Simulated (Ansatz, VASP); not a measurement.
# One calculation of BiTe, two programs

```
CELL_PARAMETERS angstrom
2.55757 1.47662 2.97666
-2.55757 1.47662 2.97666
0.00000 -2.95323 2.97666
ATOMIC_POSITIONS crystal
Bi 0.50000 0.50000 0.50000
Te 0.00000 0.00000 0.00000
```

Alike in both runs: task single point; functional r2SCAN; k mesh 12 × 12 × 12; occupations fermi-dirac, width 0.1 eV; no spin polarisation.

```csv
,VASP,Ansatz
version,VASP 6.6.1,Ansatz 0.2.0
potentials or method,"VASP PAW PBE potentials, release 64 (Bi_d, Te), cutoff 520 eV","scalar-relativistic, plane waves, PAW"
valence electrons in the cell,21,31
```

```csv
,VASP,Ansatz,Ansatz less VASP
gap on the k mesh at the Fermi level (eV),none,none,-
pressure (GPa),-2.5,-2.4,+0.02
"traceless stress, the component that is largest in VASP (GPa)",3.04,3.04,-0.002
```

VASP's potentials were made for PBE, not for r2SCAN. A gap of «none» marks a metal or a gap that the smearing closes. The functional is the same, so the differences come from potentials, cutoffs and numerics. VASP's potentials hold 21 valence electrons a cell and Ansatz's 31, so a difference there can come from the potentials and not from the codes.

Neither program's run includes spin-orbit coupling.
